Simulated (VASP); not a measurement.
**MgO: elastic constants with PBEsol**

Crystal: MgO.

```xyz
2
Lattice="0.0000 2.0305 2.0305 2.0305 0.0000 2.0305 2.0305 2.0305 0.0000" Properties=species:S:1:pos:R:3 pbc="T T T"
Mg    0.0000    0.0000    0.0000
O     2.0305    2.0305    2.0305
```

```
Program                   : VASP 6.6.1
Task                      : elastic constants
Functional                : PBEsol
Potentials or basis       : VASP PAW PBE potentials, release 64 (Mg, O)
Cutoff                    : 600 eV
k mesh                    : 10 × 10 × 10
Occupations               : gaussian, width 0.01 eV
Spin                      : no spin polarisation
Dipole correction         : no
Ions in elastic constants : relaxed
Further INCAR settings    : ALGO = Normal; EDIFF = 1e-08; NBANDS = 11; IBRION = 6; POTIM = 0.015; NSW = 1; ISIF = 3
```

```yaml
Elastic_constants_C11_C12_C44: 469, 102, 164 GPa
Voigt_bulk_modulus: 224 GPa
Highest_phonon_frequency_at_Γ_LO-TO_splitting_left_out: 497 cm⁻¹
```

Phonon frequencies in cm⁻¹ (negative: imaginary):
```tsv
q point	frequencies
(0.000, 0.000, 0.000)	0 0 0 497 497 497
```

Elastic tensor in Voigt notation (GPa, in the Cartesian axes of the cell as first typed):
```
469 102 102   0   0   0
102 469 102   0   0   0
102 102 469   0   0   0
  0   0   0 164   0   0
  0   0   0   0 164   0
  0   0   0   0   0 164
```

Clamped-ion elastic tensor (GPa):
```
469 102 102   0   0   0
102 469 102   0   0   0
102 102 469   0   0   0
  0   0   0 164   0   0
  0   0   0   0 164   0
  0   0   0   0   0 164
```

Wall time 110 s on 1 thread of Intel(R) Xeon(R) 6975P-C (Granite Rapids), on a shared host, peak memory 0.25 GiB.

Caveat: the cell is under stress, which shifts elastic constants; the PAW data sets were made with another functional, which shifts forces and pressure a little.
